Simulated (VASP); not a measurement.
Crystal: Zr2SeS2.

```
Zr Se S
1.0
     5.03358    0.00000    0.00000
     0.00000    5.03358    0.00000
     0.00000    0.00000    4.63459
Zr Se S
2 1 2
Direct
  0.00000 0.50000 0.00000
  0.50000 0.00000 0.00000
  0.50000 0.50000 0.00000
  0.50000 0.50000 0.50000
  0.00000 0.00000 0.50000
```

The cell was generated, and may not be a known phase.

```yaml
Program: VASP 6.6.1
Task: relaxation of cell and atoms
Functional: PBE
Potentials_or_basis: VASP PAW PBE potentials, release 64 (Zr_sv, Se, S)
Cutoff: 600 eV
k_mesh: 8 × 8 × 8
Occupations: gaussian, width 0.1 eV
Spin: no spin polarisation
```

At the start: pressure 0.6 GPa; volume 23.49 Å³/atom.

Task: Where does the relaxation end?

Result: Over 5 steps the energy falls by 2.2 meV/atom and the volume is 23.71 Å³/atom (+1.0 %); space group P4/mmm (No. 123, to 0.1 Å) before and after.

Step by step:
| step | energy change (eV) | largest force (eV/Å) | pressure (GPa) | volume (Å³) |
| --- | --- | --- | --- | --- |
| 1 | 0.0000 | 0.0000 | 0.58 | 117.43 |
| 2 | -0.0080 | 0.0000 | -0.08 | 118.86 |
| 3 | -0.0107 | 0.0000 | 0.13 | 118.38 |
| 4 | -0.0108 | 0.0000 | -0.09 | 118.70 |
| 5 | -0.0108 | 0.0000 | 0.00 | 118.56 |

Final structure:
```xyz
5
Lattice="5.0283 0.0000 0.0000 0.0000 5.0283 0.0000 0.0000 0.0000 4.6893" Properties=species:S:1:pos:R:3 pbc="T T T"
Zr    0.0000    2.5142    0.0000
Zr    2.5142    0.0000    0.0000
Se    2.5142    2.5142    0.0000
S     2.5142    2.5142    2.3446
S     0.0000    0.0000    2.3446
```

Caveat: the highest band is partly filled, so the run has too few bands.
